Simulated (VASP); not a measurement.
# CuI (Marshite) (F-43m) in VASP: settings compared

Aim: see how the results for CuI (Marshite) move with the level of theory and the settings. Levels: PBEsol+D4, PBEsol, PBEsol+D3(BJ), PBEsol+U. Tasks: single point.

All numbers are computed with VASP 6.6.1; they aren't measurements. Logs are shortened: lines on timing, memory, paths and dates and some standing lists are left out, and cuts for length are marked.

### 1 The cell of the first run

It takes space group F-43m (No. 216, cubic). The conventional cell has a = 5.891 Å, b = 5.891 Å, c = 5.891 Å, α = 90.00°, β = 90.00°, γ = 90.00°. Within 3.4 Å of I (site symmetry -43m) lie 4 Cu at 2.55 Å. Within 3.4 Å of Cu (site symmetry -43m) lie 4 I at 2.55 Å.

### 2 Single point, PBEsol+D4

The input, INCAR:

```
SYSTEM = CuI
  PREC = Accurate
  ENCUT = 520
  EDIFF = 1E-7
  ISMEAR = -1
  SIGMA = 0.05
  LREAL = .False.
  LASPH = .True.
  NELM = 80
  ALGO = Normal
  ISIF = 2
  LWAVE = .False.
  LCHARG = .False.
  GGA = PS
  IVDW = 13
  NBANDS = 16
```

The input, KPOINTS:

```
regular mesh
0
Gamma
  8 8 8
  0 0 0
```

The input, POSCAR:

```
CuI
1.0
    0.0000000000      2.9453001635      2.9453001635
    2.9453001635      0.0000000000      2.9453001635
    2.9453001635      2.9453001635      0.0000000000
I Cu
1 1
Direct
    0.0000000000      0.0000000000      0.0000000000
    0.7500000000      0.7500000000      0.7500000000
```

Potentials or basis: VASP PAW PBE potentials, release 64 (I, Cu).

On the command line:

```
> cat potpaw_PBE.64/I/POTCAR potpaw_PBE.64/Cu/POTCAR > POTCAR
> mpirun -np 1 vasp_std > vasp.out
```

OUTCAR:

```text
SYSTEM = CuI
   PREC = Accurate
   ENCUT = 520
   EDIFF = 1E-7
   ISMEAR = -1
   LREAL = .False.
   LASPH = .True.
   NELM = 80
   ISIF = 2
   GGA = PS
   IVDW = 13

 ion  position               nearest neighbor table
   1  0.000  0.000  0.000-   2 2.55   2 2.55   2 2.55   2 2.55
   2  0.750  0.750  0.750-   1 2.55   1 2.55   1 2.55   1 2.55

  LATTYP: Found a face centered cubic cell.
 ALAT       =     5.8906003270

  Lattice vectors:

 A1 = (   0.0000000000,   2.9453001635,   2.9453001635)
 A2 = (   2.9453001635,   0.0000000000,   2.9453001635)
 A3 = (   2.9453001635,   2.9453001635,   0.0000000000)

Analysis of symmetry for initial positions (statically):
=====================================================================
 Subroutine PRICEL returns:
 Original cell was already a primitive cell.

 Routine SETGRP: Setting up the symmetry group for a
 face centered cubic supercell.

 Subroutine GETGRP returns: Found 24 space group operations
 (whereof 24 operations were pure point group operations)
 out of a pool of 48 trial point group operations.

The static configuration has the point symmetry T_d .

Analysis of symmetry for dynamics (positions and initial velocities):
=====================================================================
 Subroutine PRICEL returns:
 Original cell was already a primitive cell.

 Routine SETGRP: Setting up the symmetry group for a
 face centered cubic supercell.

 Subroutine GETGRP returns: Found 24 space group operations
 (whereof 24 operations were pure point group operations)
 out of a pool of 48 trial point group operations.

The dynamic configuration has the point symmetry T_d .

 Subroutine INISYM returns: Found 24 space group operations
 (whereof 24 operations are pure point group operations),
 and found     1 'primitive' translations

----------------------------------------------------------------------------------------

                                     Primitive cell

  volume of cell :      51.0997

  direct lattice vectors                    reciprocal lattice vectors
     0.000000000  2.945300163  2.945300163    -0.169761984  0.169761984  0.169761984
     2.945300163  0.000000000  2.945300163     0.169761984 -0.169761984  0.169761984
     2.945300163  2.945300163  0.000000000     0.169761984  0.169761984 -0.169761984

  length of vectors
     4.165283436  4.165283436  4.165283436     0.294036382  0.294036382  0.294036382

  position of ions in fractional coordinates (direct lattice)
     0.000000000  0.000000000  0.000000000
     0.750000000  0.750000000  0.750000000

  ion indices of the primitive-cell ions
   primitive index   ion index
                 1           1
                 2           2

----------------------------------------------------------------------------------------

 KPOINTS: regular mesh

Automatic generation of k-mesh.
 Grid dimensions read from file:
 generate k-points for:    8    8    8

 Generating k-lattice:

  Cartesian coordinates                     Fractional coordinates (reciprocal lattice)
    -0.021220248  0.021220248  0.021220248     0.125000000  0.000000000  0.000000000
     0.021220248 -0.021220248  0.021220248     0.000000000  0.125000000  0.000000000
     0.021220248  0.021220248 -0.021220248     0.000000000  0.000000000  0.125000000

  Length of vectors
     0.036754548  0.036754548  0.036754548

  Shift w.r.t. Gamma in fractional coordinates (k-lattice)
     0.000000000  0.000000000  0.000000000

 Subroutine IBZKPT returns following result:
 ===========================================

 Found     29 irreducible k-points:

 Following reciprocal coordinates:
            Coordinates               Weight
  0.000000  0.000000  0.000000      1.000000
  0.125000  0.000000  0.000000      8.000000
  0.250000  0.000000  0.000000      8.000000
  0.375000  0.000000  0.000000      8.000000
  0.500000  0.000000  0.000000      4.000000
  0.125000  0.125000  0.000000      6.000000
[... 16 lines left out ...]
  0.500000  0.250000  0.125000     48.000000
 -0.375000  0.250000  0.125000     24.000000
 [... further k-points ...]
   k-points           NKPTS =     29   k-points in BZ     NKDIM =     29   number of bands    NBANDS=     16
   number of dos      NEDOS =    301   number of ions     NIONS =      2
   total plane-waves  NPLWV =  32768
   dimension x,y,z NGX =    32 NGY =   32 NGZ =   32
   dimension x,y,z NGXF=    64 NGYF=   64 NGZF=   64
   ions per type =               1   1
   NGX,Y,Z   is equivalent  to a cutoff of  12.77, 12.77, 12.77 a.u.
   NGXF,Y,Z  is equivalent  to a cutoff of  25.54, 25.54, 25.54 a.u.
 SYSTEM =  CuI
   PREC   = accura    normal or accurate (medium, high low for compatibility)
   ISTART =      0    job   : 0-new  1-cont  2-samecut
   ICHARG =      2    charge: 1-file 2-atom 10-const
   ISPIN  =      1    spin polarized calculation?
   LNONCOLLINEAR =      F non collinear calculations
   LSORBIT =      F    spin-orbit coupling
   LASPH  =      T    aspherical Exc in radial PAW
   ENCUT  =  520.0 eV  38.22 Ry    6.18 a.u.   7.74  7.74  7.74*2*pi/ulx,y,z
   NELM   =     80;   NELMIN=  2; NELMDL= -5     # of ELM steps
   EDIFF  = 0.1E-06   stopping-criterion for ELM
   LREAL  =      F    real-space projection
   EDIFFG = 0.1E-05   stopping-criterion for IOM
   NSW    =      0    number of steps for IOM
   IBRION =     -1    ionic relax: 0-MD 1-quasi-New 2-CG
   NFREE  =      0    steps in history (QN), initial steepest desc. (CG)
   ISIF   =      2    stress and relaxation
   ISYM   =      2    0-nonsym 1-usesym 2-fastsym
   POTIM  = 0.5000    time-step for ionic-motion
   TEBEG  =    0.0;   TEEND  =   0.0 temperature during run
   PSTRESS=    0.0 pullay stress
   NELECT =      18.0000    total number of electrons
   NUPDOWN=      -1.0000    fix difference up-down
   EMIN   =  10.00;   EMAX   =-10.00  energy-range for DOS
   EFERMI =   0.00;   METHOD = LEGACY
   ISMEAR =    -1;   SIGMA  =   0.05  broadening in eV -4-tet -1-fermi 0-gaus
   EFERMI_NEDOS =   21; number of points for ismear=-14 and -15
   IALGO  =     38    algorithm
   IMIX   =      4    mixing-type and parameters
     AMIX     =   0.40;   BMIX     =  1.00
     AMIX_MAG =   1.60;   BMIX_MAG =  1.00
  volume/ion in A,a.u.               =      25.55       172.42
  Fermi-wavevector in a.u.,A,eV,Ry     =   1.156182  2.184867 18.187672  1.336756
  Thomas-Fermi vector in A             =   2.292804
   LORBIT       =      0    0 simple, 1 ext, 2 COOP (PROOUT), +10 PAW based schemes
   GGA     = PS    functional components
   LHFCALC =     F    Hartree Fock is set to
   AEXX    =    0.0000 exact exchange contribution
   IVDW    =    13    specifies the selected vdW correction
   LEPSILON=     F    determine dielectric tensor
   LRPA    =     F    only Hartree local field effects (RPA)
 non-spin polarized calculation
  energy-cutoff  :      520.00
  volume of cell :       51.10
 maximum number of plane-waves:      1387
   NGX = 15   NGY = 15   NGZ = 15

 number of electron      17.9999986 magnetization

 Free energy of the ion-electron system (eV)
  ---------------------------------------------------
  ext. energy  EPLUGINS =         0.00000000
  ---------------------------------------------------
  free energy    TOTEN  =        -6.31434933 eV

  energy without entropy =       -6.31434930  energy(sigma->0) =       -6.31434931

 E-fermi :   5.9316     XC(G=0):  -9.5432

 val. band max:        5.2618218670   @ k =   0.0000   0.0000   0.0000
 cond. band min:       6.5305553506   @ k =   0.0000   0.0000   0.0000
 fundamental gap:      1.2687334836
 Fermi energy:         5.9315685133

 k-point     1 :       0.0000    0.0000    0.0000
  band No.  band energies     occupation
      1      -9.2527      2.00000
      2       1.1978      2.00000
      3       1.1978      2.00000
      4       1.1978      2.00000
      5       3.0002      2.00000
      6       3.0002      2.00000
[... 8 lines left out ...]
     15      14.9963      0.00000
     16      14.9963      0.00000

 k-point     2 :       0.1250    0.0000    0.0000
  band No.  band energies     occupation
      1      -9.1638      2.00000
      2       0.8958      2.00000
      3       1.2076      2.00000
      4       1.2076      2.00000
      5       2.9923      2.00000
      6       2.9923      2.00000
[... 8 lines left out ...]
     15      14.2113      0.00000
     16      14.2113      0.00000

 k-point     3 :       0.2500    0.0000    0.0000
  band No.  band energies     occupation
      1      -8.9336      2.00000
      2       0.1526      2.00000
      3       1.2273      2.00000
      4       1.2273      2.00000
      5       2.9878      2.00000
      6       2.9878      2.00000
[... 8 lines left out ...]
     15      13.9998      0.00000
     16      14.0540      0.00000

 k-point     4 :       0.3750    0.0000    0.0000
  band No.  band energies     occupation
      1      -8.6762      2.00000
      2      -0.5947      2.00000
      3       1.2406      2.00000
      4       1.2406      2.00000
      5       3.0107      2.00000
      6       3.0107      2.00000
[... 8 lines left out ...]
     15      15.0117      0.00000
     16      15.0117      0.00000
[... 324 lines left out ...]
 k-point    22 :       0.3750    0.2500    0.1250
  band No.  band energies     occupation
      1      -8.7534      2.00000
      2      -0.0583      2.00000
      3       0.9877      2.00000
      4       1.2226      2.00000
      5       2.9148      2.00000
      6       3.0421      2.00000
[... 8 lines left out ...]
     15      15.7308      0.00000
     16      16.7507      0.00000

 k-point    23 :       0.5000    0.2500    0.1250
  band No.  band energies     occupation
      1      -8.5381      2.00000
      2      -0.4362      2.00000
      3       0.7431      2.00000
      4       1.2163      2.00000
      5       2.9426      2.00000
      6       3.0161      2.00000
[... 8 lines left out ...]
     15      16.0695      0.00000
     16      16.8758      0.00000

 k-point    24 :      -0.3750    0.2500    0.1250
  band No.  band energies     occupation
      1      -8.4423      2.00000
      2      -0.6024      2.00000
      3       0.6349      2.00000
      4       1.2058      2.00000
      5       2.9210      2.00000
      6       3.0110      2.00000
[... 8 lines left out ...]
     15      16.0845      0.00000
     16      16.8083      0.00000

 [... further k-points ...]

------------------------ aborting loop because EDIFF is reached ----------------------------------------

  DFT-D4 for vdW energy calculation

  Edisp (eV):   -0.46422

  FORCE on cell =-STRESS in cart. coord.  units (eV):
  Direction    XX          YY          ZZ          XY          YZ          ZX
  --------------------------------------------------------------------------------------
  -------------------------------------------------------------------------------------
  Total       0.02732     0.02732     0.02732    -0.00000     0.00000    -0.00000
  in kB       0.85644     0.85644     0.85644    -0.00000     0.00000    -0.00000
  external pressure =        0.86 kB  Pullay stress =        0.00 kB

 VOLUME and BASIS-vectors are now :
 -----------------------------------------------------------------------------
  energy-cutoff  :      520.00
  volume of cell :       51.10
      direct lattice vectors                 reciprocal lattice vectors
     0.000000000  2.945300163  2.945300163    -0.169761984  0.169761984  0.169761984
     2.945300163  0.000000000  2.945300163     0.169761984 -0.169761984  0.169761984
     2.945300163  2.945300163  0.000000000     0.169761984  0.169761984 -0.169761984

 POSITION                                       TOTAL-FORCE (eV/Angst)
 -----------------------------------------------------------------------------------
      0.00000      0.00000      0.00000        -0.000000     -0.000000     -0.000000
      4.41795      4.41795      4.41795         0.000000      0.000000      0.000000
 -----------------------------------------------------------------------------------
    total drift:                               -0.000000     -0.000000     -0.000000

  FREE ENERGIE OF THE ION-ELECTRON SYSTEM (eV)
  ---------------------------------------------------
  free  energy   TOTEN  =        -6.7785644995 eV

  energy  without entropy=       -6.7785644650  energy(sigma->0) =       -6.77856448
```

It took 11 s on 1 thread of Intel Xeon 6975P-C (Granite Rapids), shared host; peak memory 0.19 GiB.

What came out:

```
Free energy                : -6.7786 eV
Pressure                   : 0.1 GPa
Band gap on the k mesh     : 1.27 eV, direct
Dispersion energy per atom : -0.232 eV
```

Caveat: the PAW data sets were made with another functional, which shifts forces and pressure a little; spin-orbit coupling is left out, which moves the levels of the heavy elements. Expect the measured gap to be larger: semilocal functionals such as PBEsol lack the derivative discontinuity.

### 3 Single point, PBEsol

This run uses another cell than the first one, of 26.19 Å³/atom, 1.025 times its volume.

The input, INCAR:

```
PREC = Accurate
ENCUT = 520
EDIFF = 1E-6
ISMEAR = -1
SIGMA = 0.05
LREAL = False
LASPH = True
NELM = 80
ALGO = Normal
ISIF = 2
LWAVE = False
LCHARG = True
GGA = PS
LELF = True
LVHAR = True
NBANDS = 16
```

The input, KPOINTS:

```
Automatic mesh
0
Gamma
  8 8 8
```

The input, POSCAR:

```
CuI
1.0
    0.0000000000      2.9695839724      2.9695839724
    2.9695839724      0.0000000000      2.9695839724
    2.9695839724      2.9695839724      0.0000000000
I Cu
1 1
Direct
    0.0000000000      0.0000000000      0.0000000000
    0.7500000000      0.7500000000      0.7500000000
```

Potentials or basis: VASP PAW PBE potentials, release 64 (I, Cu).

On the command line:

```
> cat potpaw_PBE.64/I/POTCAR potpaw_PBE.64/Cu/POTCAR > POTCAR
> mpirun -np 1 vasp_std > vasp.out
```

It took 8.8 s on 1 thread of Intel Xeon 6975P-C (Granite Rapids), shared host; peak memory 0.18 GiB.

Results (log left out):

| Property | Result |
| --- | --- |
| Free energy | -6.3206 eV |
| Pressure | 0.4 GPa |
| Band gap on the k mesh | 1.20 eV, direct |

Levels at points of the mesh, in eV from the valence-band top:
```
           k point  band 5  band 6  band 7  band 8  band 9  band 10  band 11  band 12  band 13  band 14
(0.00, 0.00, 0.00)   -2.15   -2.15    0.00    0.00    0.00     1.20     4.76     4.76     4.76     8.12
(0.50, 0.00, 0.00)   -2.12   -2.12   -2.07   -0.82   -0.82     2.13     5.31     5.31     7.33     9.27
(0.50, 0.50, 0.00)   -2.19   -2.08   -2.05   -1.74   -1.74     2.48     2.81     9.52    10.03    10.03
```

Caveat: the PAW data sets were made with another functional, which shifts forces and pressure a little; spin-orbit coupling is left out, which moves the levels of the heavy elements.

### 4 Single point, PBEsol

This run uses another cell than the first one, of 27.86 Å³/atom, 1.090 times its volume.

The input, INCAR:

```
  ALGO = Normal
  EDIFF = 1E-6
  ENCUT = 520
  GGA = PS
  ISIF = 2
  ISMEAR = -1
  LASPH = T
  LCHARG = F
  LREAL = F
  LWAVE = F
  NBANDS = 16
  NELM = 80
  PREC = Accurate
  SIGMA = 0.05
```

The input, KPOINTS:

```
k-points
0
Gamma
  8 8 8
```

The input, POSCAR:

```
CuI
1.0
    0.0000000000      3.0315000000      3.0315000000
    3.0315000000      0.0000000000      3.0315000000
    3.0315000000      3.0315000000      0.0000000000
I Cu
1 1
Direct
    0.0000000000      0.0000000000      0.0000000000
    0.7500000000      0.7500000000      0.7500000000
```

On the command line:

```
> cat potpaw_PBE.64/I/POTCAR potpaw_PBE.64/Cu/POTCAR > POTCAR
> mpirun -np 1 vasp_std > vasp.out
```

Wall time 8.4 s (1 thread of Intel Xeon 6975P-C (Granite Rapids), shared host); peak memory 0.18 GiB.

It converged, with:

```
Free energy            : -6.2945 eV
Pressure               : -2.2 GPa
Band gap on the k mesh : 1.03 eV, direct
```

Levels at points of the mesh, in eV from the valence-band top:
| k point | band 7 | band 8 | band 9 | band 10 | band 11 | band 12 |
| --- | --- | --- | --- | --- | --- | --- |
| (0.00, 0.00, 0.00) | 0.00 | 0.00 | 0.00 | 1.03 | 4.83 | 4.83 |
| (0.50, 0.00, 0.00) | -1.80 | -0.72 | -0.72 | 2.08 | 5.36 | 5.36 |
| (0.50, 0.50, 0.00) | -1.79 | -1.52 | -1.52 | 2.61 | 2.85 | 9.08 |

Caveat: the PAW data sets were made with another functional, which shifts forces and pressure a little; spin-orbit coupling is left out, which moves the levels of the heavy elements.

### 5 Single point, PBEsol+D3(BJ)

This run uses another cell than the first one, of 27.86 Å³/atom, 1.090 times its volume.

The input, INCAR:

```
SYSTEM = CuI
PREC = Accurate
ENCUT = 520
EDIFF = 1E-7
ISMEAR = -1
SIGMA = 0.05
LREAL = .FALSE.
LASPH = .TRUE.
NELM = 80
ALGO = Normal
ISIF = 2
LWAVE = .FALSE.
LCHARG = .FALSE.
GGA = PS
IVDW = 12
NBANDS = 16
```

The input, KPOINTS:

```
regular mesh
0
G
  8 8 8
  0 0 0
```

POSCAR is that of step 4.

On the command line:

```
> cat potpaw_PBE.64/I/POTCAR potpaw_PBE.64/Cu/POTCAR > POTCAR
> mpirun -np 1 vasp_std > vasp.out
```

It took 11 s on 1 thread of Intel Xeon 6975P-C (Granite Rapids), shared host; peak memory 0.19 GiB.

It converged, with:

```yaml
Free_energy: -6.9333 eV
Pressure: -4.3 GPa
Band_gap_on_the_k_mesh: 1.03 eV, direct
Dispersion_energy_per_atom: -0.319 eV
```

Levels at points of the mesh, in eV from the valence-band top:
| k point | band 6 | band 7 | band 8 | band 9 | band 10 | band 11 | band 12 | band 13 |
| --- | --- | --- | --- | --- | --- | --- | --- | --- |
| (0.00, 0.00, 0.00) | -1.87 | 0.00 | 0.00 | 0.00 | 1.03 | 4.83 | 4.83 | 4.83 |
| (0.50, 0.00, 0.00) | -1.85 | -1.80 | -0.72 | -0.72 | 2.08 | 5.36 | 5.36 | 7.25 |
| (0.50, 0.50, 0.00) | -1.82 | -1.79 | -1.51 | -1.51 | 2.61 | 2.85 | 9.07 | 9.71 |

Caveat: three body term missing; the PAW data sets were made with another functional, which shifts forces and pressure a little; spin-orbit coupling is left out, which moves the levels of the heavy elements. As with any semilocal functional, this PBEsol gap is likely too small.

(Part 1 of 2 ends here.)
